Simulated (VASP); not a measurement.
## BN: vibrations by perturbation theory with PBE

Crystal: BN.

```
B N
1.0
     1.24317    0.71775    2.03013
    -1.24317    0.71775    2.03013
     0.00000   -1.43549    2.03013
B N
1 1
Direct
  0.04121 0.04121 0.04121
  0.29122 0.29122 0.29122
```

- Program: VASP 6.6.1
- Task: vibrations by perturbation theory
- Functional: PBE
- Potentials or basis: VASP PAW PBE potentials, release 64 (B, N)
- Cutoff: 520 eV
- k mesh: 12 × 12 × 12
- Occupations: gaussian, width 0.01 eV
- Spin: no spin polarisation
- Dipole correction: no
- Further INCAR settings: ALGO = Normal; EDIFF = 1e-08; IBRION = 8; NSW = 1

* Electronic dielectric tensor (diagonal): 4.53
* Born charges (mean of the diagonal): B +1.87; N -1.87 e
* Highest phonon frequency at Γ, LO-TO splitting left out: 1148 cm⁻¹

Phonon frequencies in cm⁻¹ (negative: imaginary):
| q point | frequencies |
| --- | --- |
| (0.000, 0.000, 0.000) | 0 0 0 1148 1148 1148 |

Electronic dielectric tensor:
```
4.53 0.00 0.00
0.00 4.53 0.00
0.00 0.00 4.53
```

Born effective charge tensors (e):
atom 1, B
```
1.87 0.00 0.00
0.00 1.87 0.00
0.00 0.00 1.87
```
atom 2, N
```
-1.87  0.00  0.00
 0.00 -1.87  0.00
 0.00  0.00 -1.87
```

It took 10 min on 1 thread of Intel Xeon 8259CL, with other jobs on the host, peak memory 0.31 GiB.

Caveat: the cell stands under pressure or tension, which shifts response properties.
